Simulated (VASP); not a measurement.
Runs of VASP 6.6.1 on KF. The structure is that of space group R-3m (No. 166), or close to it. The cells are those of the table. 

| cell | gap on the mesh (eV) | pressure (GPa) |
| --- | --- | --- |
| a = 3.920 Å, angles 57.2°, 2 atoms | 5.90 | -0.1 |
| a = 3.697 Å, angles 63.6°, 2 atoms | 6.04 | 0.9 |
| a = 3.900 Å, angles 56.5°, 2 atoms | 6.05 | 0.9 |
| a = 3.756 Å, angles 62.8°, 2 atoms | 5.89 | -0.1 |
| a = 3.715 Å, angles 62.8°, 2 atoms | 6.05 | (a) |

Alike in all rows: task single point; level PBE; potentials or basis VASP PAW PBE potentials, release 64 (K_sv, F); no spin polarisation; k mesh 8 × 8 × 8; cutoff (eV) 520; smearing gaussian 0.05 eV.

**Question.** Estimate the missing entries.

**Answer.** (a) 1.0.

A k mesh can miss the band edges.
